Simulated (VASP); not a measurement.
# Pb (P6_3/mmc) in VASP: further runs

Runs on Pb. Level: revPBE. Tasks: single point.

All numbers are computed with VASP 6.6.1; they aren't measurements. Logs are shortened: lines on timing, memory, paths and dates and some standing lists are left out, and cuts for length are marked.

## Step 1: The cell of the first run

It takes space group P6_3/mmc (No. 194, hexagonal). The conventional cell has a = 3.748 Å, b = 3.748 Å, c = 12.102 Å, α = 90.00°, β = 90.00°, γ = 120.00°. Pb (site symmetry -3m) has 12 Pb at 3.72 to 3.75 Å within 4.9 Å. Within 4.9 Å of Pb (site symmetry -6m2) lie 12 Pb at 3.72 to 3.75 Å.

## Step 2: Single point, revPBE (volume scaled by 1.12)

INCAR

```
ALGO     = Normal         # electronic algorithm
EDIFF    = 1E-7           # SCF threshold, eV
ENCUT    = 520            # plane-wave cutoff, eV
GGA      = RE             # functional
ISIF     = 2              # what is computed and relaxed
ISMEAR   = -1             # smearing method
LASPH    = T              # aspherical terms in the spheres
LCHARG   = F              # write CHGCAR
LREAL    = F              # projectors in reciprocal space
LWAVE    = F              # write WAVECAR
NBANDS   = 36             # bands
NELM     = 80             # most SCF steps
PREC     = Accurate       # precision mode
SIGMA    = 0.1            # smearing width, eV
```

KPOINTS

```
k-points
0
Gamma
  11 11 3
```

POSCAR

```
Pb
1.0
    3.7480449077      0.0000000000      0.0000000000
   -1.8740224539      3.2459021046      0.0000000000
    0.0000000000      0.0000000000     12.1019401641
Pb
4
Direct
    0.0000000000      0.0000000000      0.0000000000
    0.0000000000      0.0000000000      0.5000000000
    0.3333333333      0.6666666667      0.2500000000
    0.6666666667      0.3333333333      0.7500000000
```

Potentials or basis: VASP PAW PBE potentials, release 64 (Pb_d).

Command:

```bash
$ cat potpaw_PBE.64/Pb_d/POTCAR > POTCAR
$ mpirun -np 1 vasp_std > vasp.out
```

OUTCAR:

```text
EDIFF = 1E-7
   ENCUT = 520
   GGA = RE
   ISIF = 2
   ISMEAR = -1
   LASPH = T
   LREAL = F
   NELM = 80
   PREC = Accurate

 ion  position               nearest neighbor table
   1  0.000  0.000  0.000-   3 3.72   4 3.72   4 3.72   3 3.72   4 3.72   3 3.72
   2  0.000  0.000  0.500-   3 3.72   4 3.72   4 3.72   3 3.72   4 3.72   3 3.72
   3  0.333  0.667  0.250-   1 3.72   2 3.72   1 3.72   2 3.72   1 3.72   2 3.72
   4  0.667  0.333  0.750-   1 3.72   2 3.72   1 3.72   2 3.72   1 3.72   2 3.72

  LATTYP: Found a hexagonal cell.
 ALAT       =     3.7480449077
 C/A-ratio  =     3.2288674395

  Lattice vectors:

 A1 = (   3.7480449077,   0.0000000000,   0.0000000000)
 A2 = (  -1.8740224539,   3.2459021046,   0.0000000000)
 A3 = (   0.0000000000,   0.0000000000,  12.1019401641)

Analysis of symmetry for initial positions (statically):
=====================================================================
 Subroutine PRICEL returns:
 Original cell was already a primitive cell.

 Routine SETGRP: Setting up the symmetry group for a
 hexagonal supercell.

 Subroutine GETGRP returns: Found 24 space group operations
 (whereof 12 operations were pure point group operations)
 out of a pool of 24 trial point group operations.

The static configuration has the point symmetry D_3d.
 The point group associated with its full space group is D_6h.

Analysis of symmetry for dynamics (positions and initial velocities):
=====================================================================
 Subroutine PRICEL returns:
 Original cell was already a primitive cell.

 Routine SETGRP: Setting up the symmetry group for a
 hexagonal supercell.

 Subroutine GETGRP returns: Found 24 space group operations
 (whereof 12 operations were pure point group operations)
 out of a pool of 24 trial point group operations.

The dynamic configuration has the point symmetry D_3d.
 The point group associated with its full space group is D_6h.

 Subroutine INISYM returns: Found 24 space group operations
 (whereof 12 operations are pure point group operations),
 and found     1 'primitive' translations

----------------------------------------------------------------------------------------

                                     Primitive cell

  volume of cell :     147.2296

  direct lattice vectors                    reciprocal lattice vectors
     3.748044908  0.000000000  0.000000000     0.266805768  0.154040382  0.000000000
    -1.874022454  3.245902105  0.000000000     0.000000000  0.308080764  0.000000000
     0.000000000  0.000000000 12.101940164     0.000000000  0.000000000  0.082631379

  length of vectors
     3.748044908  3.748044908 12.101940164     0.308080764  0.308080764  0.082631379

  position of ions in fractional coordinates (direct lattice)
     0.000000000  0.000000000  0.000000000
     0.000000000  0.000000000  0.500000000
     0.333333333  0.666666667  0.250000000
     0.666666667  0.333333333  0.750000000

  ion indices of the primitive-cell ions
   primitive index   ion index
                 1           1
                 2           2
                 3           3
                 4           4

----------------------------------------------------------------------------------------

 KPOINTS: k-points

Automatic generation of k-mesh.
 Grid dimensions read from file:
 generate k-points for:   11   11    3

 Generating k-lattice:

  Cartesian coordinates                     Fractional coordinates (reciprocal lattice)
     0.024255070  0.014003671  0.000000000     0.090909091  0.000000000  0.000000000
     0.000000000  0.028007342  0.000000000     0.000000000  0.090909091  0.000000000
     0.000000000  0.000000000  0.027543793     0.000000000  0.000000000  0.333333333

  Length of vectors
     0.028007342  0.028007342  0.027543793

  Shift w.r.t. Gamma in fractional coordinates (k-lattice)
     0.000000000  0.000000000  0.000000000

 Subroutine IBZKPT returns following result:
 ===========================================

 Found     32 irreducible k-points:

 Following reciprocal coordinates:
            Coordinates               Weight
  0.000000  0.000000  0.000000      1.000000
  0.090909 -0.000000  0.000000      6.000000
  0.181818 -0.000000  0.000000      6.000000
  0.272727 -0.000000  0.000000      6.000000
  0.363636 -0.000000  0.000000      6.000000
  0.454545  0.000000  0.000000      6.000000
[... 16 lines left out ...]
  0.090909  0.090909  0.333333     12.000000
  0.181818  0.090909  0.333333     24.000000
 [... further k-points ...]
   k-points           NKPTS =     32   k-points in BZ     NKDIM =     32   number of bands    NBANDS=     36
   number of dos      NEDOS =    301   number of ions     NIONS =      4
   total plane-waves  NPLWV =  70560
   dimension x,y,z NGX =    28 NGY =   28 NGZ =   90
   dimension x,y,z NGXF=    56 NGYF=   56 NGZF=  180
   ions per type =               4
   NGX,Y,Z   is equivalent  to a cutoff of  12.42, 12.42, 12.36 a.u.
   NGXF,Y,Z  is equivalent  to a cutoff of  24.84, 24.84, 24.73 a.u.
 SYSTEM =  unknown system
   PREC   = accura    normal or accurate (medium, high low for compatibility)
   ISTART =      0    job   : 0-new  1-cont  2-samecut
   ICHARG =      2    charge: 1-file 2-atom 10-const
   ISPIN  =      1    spin polarized calculation?
   LNONCOLLINEAR =      F non collinear calculations
   LSORBIT =      F    spin-orbit coupling
   LASPH  =      T    aspherical Exc in radial PAW
   ENCUT  =  520.0 eV  38.22 Ry    6.18 a.u.   6.97  6.97 22.50*2*pi/ulx,y,z
   NELM   =     80;   NELMIN=  2; NELMDL= -5     # of ELM steps
   EDIFF  = 0.1E-06   stopping-criterion for ELM
   LREAL  =      F    real-space projection
   EDIFFG = 0.1E-05   stopping-criterion for IOM
   NSW    =      0    number of steps for IOM
   IBRION =     -1    ionic relax: 0-MD 1-quasi-New 2-CG
   NFREE  =      0    steps in history (QN), initial steepest desc. (CG)
   ISIF   =      2    stress and relaxation
   ISYM   =      2    0-nonsym 1-usesym 2-fastsym
   POTIM  = 0.5000    time-step for ionic-motion
   TEBEG  =    0.0;   TEEND  =   0.0 temperature during run
   PSTRESS=    0.0 pullay stress
   NELECT =      56.0000    total number of electrons
   NUPDOWN=      -1.0000    fix difference up-down
   EMIN   =  10.00;   EMAX   =-10.00  energy-range for DOS
   EFERMI =   0.00;   METHOD = LEGACY
   ISMEAR =    -1;   SIGMA  =   0.10  broadening in eV -4-tet -1-fermi 0-gaus
   EFERMI_NEDOS =   21; number of points for ismear=-14 and -15
   IALGO  =     38    algorithm
   IMIX   =      4    mixing-type and parameters
     AMIX     =   0.40;   BMIX     =  1.00
     AMIX_MAG =   1.60;   BMIX_MAG =  1.00
  volume/ion in A,a.u.               =      36.81       248.39
  Fermi-wavevector in a.u.,A,eV,Ry     =   1.186149  2.241496 19.142697  1.406949
  Thomas-Fermi vector in A             =   2.322327
   LORBIT       =      0    0 simple, 1 ext, 2 COOP (PROOUT), +10 PAW based schemes
   GGA     = RE    functional components
   LHFCALC =     F    Hartree Fock is set to
   AEXX    =    0.0000 exact exchange contribution
   IVDW    =     0    specifies the selected vdW correction
   LEPSILON=     F    determine dielectric tensor
   LRPA    =     F    only Hartree local field effects (RPA)
 non-spin polarized calculation
  energy-cutoff  :      520.00
  volume of cell :      147.23
 maximum number of plane-waves:      3987
 NGX is ok and might be reduce to    28
   NGX = 13   NGY = 13   NGZ = 45

 number of electron      56.0000011 magnetization

 Free energy of the ion-electron system (eV)
  ---------------------------------------------------
  ext. energy  EPLUGINS =         0.00000000
  ---------------------------------------------------
  free energy    TOTEN  =       -12.80367849 eV

  energy without entropy =      -12.71028464  energy(sigma->0) =      -12.75698156

 E-fermi :   5.4296     XC(G=0):  -9.2130

 val. band max:        5.4120409955   @ k =   0.1818   0.1818   0.3333
 cond. band min:       5.4428633621   @ k =   0.3636   0.1818   0.0000
 fundamental gap:      0.0308223666
 Fermi energy:         5.4296036622

 k-point     1 :       0.0000    0.0000    0.0000
  band No.  band energies     occupation
      1     -11.6511      2.00000
      2     -11.6480      2.00000
      3     -11.6480      2.00000
      4     -11.6478      2.00000
      5     -11.6455      2.00000
      6     -11.6441      2.00000
[... 28 lines left out ...]
     35      11.3027      0.00000
     36      11.5640      0.00000

 k-point     2 :       0.0909   -0.0000    0.0000
  band No.  band energies     occupation
      1     -11.6554      2.00000
      2     -11.6528      2.00000
      3     -11.6472      2.00000
      4     -11.6442      2.00000
      5     -11.6409      2.00000
      6     -11.6397      2.00000
[... 28 lines left out ...]
     35      11.3557      0.00000
     36      11.4051      0.00000

 k-point     3 :       0.1818   -0.0000    0.0000
  band No.  band energies     occupation
      1     -11.6728      2.00000
      2     -11.6617      2.00000
      3     -11.6574      2.00000
      4     -11.6393      2.00000
      5     -11.6339      2.00000
      6     -11.6282      2.00000
[... 28 lines left out ...]
     35      10.8556      0.00000
     36      11.1480      0.00000

 k-point     4 :       0.2727   -0.0000    0.0000
  band No.  band energies     occupation
      1     -11.6934      2.00000
      2     -11.6717      2.00000
      3     -11.6714      2.00000
      4     -11.6407      2.00000
      5     -11.6407      2.00000
      6     -11.6324      2.00000
[... 28 lines left out ...]
     35       9.9411      0.00000
     36      10.6926      0.00000

 k-point     5 :       0.3636   -0.0000    0.0000
  band No.  band energies     occupation
      1     -11.7111      2.00000
      2     -11.6867      2.00000
      3     -11.6786      2.00000
      4     -11.6539      2.00000
      5     -11.6504      2.00000
      6     -11.6407      2.00000
[... 655 lines left out ...]
 k-point    22 :       0.4545    0.0000    0.3333
  band No.  band energies     occupation
      1     -11.7163      2.00000
      2     -11.7046      2.00000
      3     -11.6729      2.00000
      4     -11.6587      2.00000
      5     -11.6532      2.00000
      6     -11.6424      2.00000
[... 28 lines left out ...]
     35       9.0259      0.00000
     36       9.7115      0.00000

 k-point    23 :       0.0909    0.0909    0.3333
  band No.  band energies     occupation
      1     -11.6587      2.00000
      2     -11.6546      2.00000
      3     -11.6533      2.00000
      4     -11.6526      2.00000
      5     -11.6364      2.00000
      6     -11.6303      2.00000
[... 28 lines left out ...]
     35      10.5184      0.00000
     36      10.8087      0.00000

 k-point    24 :       0.1818    0.0909    0.3333
  band No.  band energies     occupation
      1     -11.6737      2.00000
      2     -11.6684      2.00000
      3     -11.6537      2.00000
      4     -11.6459      2.00000
      5     -11.6361      2.00000
      6     -11.6236      2.00000
[... 28 lines left out ...]
     35       9.8498      0.00000
     36      10.5449      0.00000

 [... further k-points ...]
[... 5 lines left out ...]
  --------------------------------------------------------------------------------------
  -------------------------------------------------------------------------------------
  Total       -2.8770835     -2.8770835     -2.8802197      0.0000000     -0.0000000     -0.0000000
  in kB      -31.3089026    -31.3089026    -31.3430313      0.0000000     -0.0000000     -0.0000000
  external PRESSURE =     -31.3202788 kB  Pullay stress =       0.0000000 kB

 VOLUME and BASIS-vectors are now :
 -----------------------------------------------------------------------------
  energy-cutoff  :      520.00
  volume of cell :      147.23
      direct lattice vectors                 reciprocal lattice vectors
     3.748044908  0.000000000  0.000000000     0.266805768  0.154040382  0.000000000
    -1.874022454  3.245902105  0.000000000     0.000000000  0.308080764  0.000000000
     0.000000000  0.000000000 12.101940164     0.000000000  0.000000000  0.082631379

 POSITION                                       TOTAL-FORCE (eV/Angst)
 -----------------------------------------------------------------------------------
      0.00000      0.00000      0.00000        -0.000000     -0.000000      0.000000
      0.00000      0.00000      6.05097        -0.000000     -0.000000      0.000000
     -0.00000      2.16393      3.02549         0.000000      0.000000     -0.000000
      1.87402      1.08197      9.07646        -0.000000     -0.000000      0.000000
 -----------------------------------------------------------------------------------
    total drift:                                0.000000     -0.000000      0.000000

  FREE ENERGIE OF THE ION-ELECTRON SYSTEM (eV)
  ---------------------------------------------------
  free  energy   TOTEN  =       -12.8036784878 eV

  energy  without entropy=      -12.7102846352  energy(sigma->0) =      -12.75698156
```

Run time: 54 s. Hardware: 1 thread of Intel Xeon 6975P-C (Granite Rapids), shared host; peak memory 0.3 GiB.

What came out:

* Free energy: -12.8037 eV
* Pressure: -3.1 GPa
* Band gap on the k mesh: zero (band 28 reaches 9.95 eV, above the bottom of band 29 at 4.33 eV)

Caveat: the cell differs from its parent crystal (volume scaled by 1.12); the PAW data sets were made with another functional, which shifts forces and pressure a little; spin-orbit coupling is left out, which moves the levels of the heavy elements.

## Step 3: Single point, revPBE

This run uses another cell than the first one, of 32.86 Å³/atom, 0.893 times its volume.

INCAR

```
ALGO = Normal
EDIFF = 1E-7
ENCUT = 520
GGA = RE
ISIF = 2
ISMEAR = -1
LASPH = T
LCHARG = F
LREAL = F
LWAVE = F
NBANDS = 36
NELM = 60
PREC = Accurate
SIGMA = 0.1
```

KPOINTS

```
k-points
0
Gamma
  13 13 4
```

POSCAR

```
Pb
1.0
    3.6090988590      0.0000000000      0.0000000000
   -1.8045494295      3.1255712967      0.0000000000
    0.0000000000      0.0000000000     11.6533017917
Pb
4
Direct
    0.0000000000      0.0000000000      0.0000000000
    0.0000000000      0.0000000000      0.5000000000
    0.3333333333      0.6666666667      0.2500000000
    0.6666666667      0.3333333333      0.7500000000
```

Potentials or basis: VASP PAW PBE potentials, release 64 (Pb_d).

Command:

```bash
$ cat potpaw_PBE.64/Pb_d/POTCAR > POTCAR
$ mpirun -np 1 vasp_std > vasp.out
```

Run time: 99 s. Hardware: 1 thread of Intel Xeon 6975P-C (Granite Rapids), shared host; peak memory 0.37 GiB.

It converged, with:

```yaml
Free_energy: -12.9918 eV
Pressure: 0.0 GPa
Band_gap_on_the_k_mesh: zero (band 28 reaches 11.59 eV, above the bottom of band 29 at 5.05 eV)
```

Stress tensor (GPa, compression positive):
```
-0.19  0.00  0.00
 0.00 -0.19  0.00
 0.00  0.00  0.38
```

Levels at points of the mesh, in eV from the Fermi level:
```csv
k point,band 26,band 27,band 28,band 29,band 30,band 31
"(0.00, 0.00, 0.00)",0.72,0.72,5.01,5.01,5.74,5.74
"(0.00, 0.00, 0.50)",-2.33,4.35,4.35,5.22,5.22,5.22
```

Caveat: the PAW data sets were made with another functional, which shifts forces and pressure a little; spin-orbit coupling is left out, which moves the levels of the heavy elements.
